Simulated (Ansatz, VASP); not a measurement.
**Two plane-wave programs on SnO2**

```
CELL_PARAMETERS angstrom
4.73735 0.00000 0.00000
0.00000 4.73735 0.00000
0.00000 0.00000 3.18640
ATOMIC_POSITIONS crystal
Sn 0.00000 0.00000 0.00000
Sn 0.50000 0.50000 0.50000
O 0.30562 0.30562 0.00000
O 0.19438 0.80562 0.50000
O 0.69438 0.69438 0.00000
O 0.80562 0.19438 0.50000
```

Alike in both runs: task relaxation of the atoms; functional LDA; k mesh 6 × 6 × 8; occupations gaussian, width 0.02 eV; no spin polarisation.

|  | VASP | Ansatz |
| --- | --- | --- |
| version | VASP 6.6.1 | Ansatz 0.2.0 |
| potentials or method | VASP PAW LDA potentials, release 64 (Sn_d, O), cutoff 520 eV | scalar-relativistic, plane waves, PAW |
| valence electrons in the cell | 52 | 52 |

|  | VASP | Ansatz | Ansatz less VASP |
| --- | --- | --- | --- |
| gap on the k mesh at the Fermi level, each at its own relaxed structure (eV) | 1.15 | 1.12 | -0.025 |

Ansatz warns that its potentials were made for another functional, while VASP's fit it. LDA's correlation is that of Perdew and Zunger in VASP and of Perdew and Wang (1992) in Ansatz. Ansatz's warnings: stress scf threshold loose.
